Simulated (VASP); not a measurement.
Input of a VASP 6.6.1 run:

The input INCAR:

```
PREC = Accurate ; ENCUT = 520
EDIFF = 1E-6 ; ISMEAR = 0
SIGMA = 0.15 ; LREAL = F
LASPH = T ; NELM = 80
ALGO = Normal ; ISIF = 2
LWAVE = F ; LCHARG = F
GGA = PS ; NBANDS = 20
```

KPOINTS

```
regular mesh
0
Gamma
  18 18 10
```

The input POSCAR:

```
Ta2N
1.0
    3.0786153869      0.0000000000      0.0000000000
   -1.5393076935      2.6661591336      0.0000000000
    0.0000000000      0.0000000000      4.8232571780
Ta N
2 1
Direct
    0.6666666667      0.3333333333      0.7461350797
    0.3333333333      0.6666666667      0.2536241835
    0.0000000000      0.0000000000      0.0031099316
```

Potentials or basis: VASP PAW PBE potentials, release 64 (Ta_pv, N).

Run with:

```sh
$ cat potpaw_PBE.64/Ta_pv/POTCAR potpaw_PBE.64/N/POTCAR > POTCAR
$ mpirun -np 1 vasp_std > vasp.out
```

(1) Predict the largest force.

(2) Estimate the band gap on the k mesh.

Answers

(1) 0.255 eV/Å.

(2) zero (an odd number of electrons rules out a gap without spin polarisation).

Caveat: the cell differs from its parent crystal (atoms displaced along a vibrational mode); the PAW data sets were made with another functional, which shifts forces and pressure a little; spin-orbit coupling is left out, which moves the levels of the heavy elements.
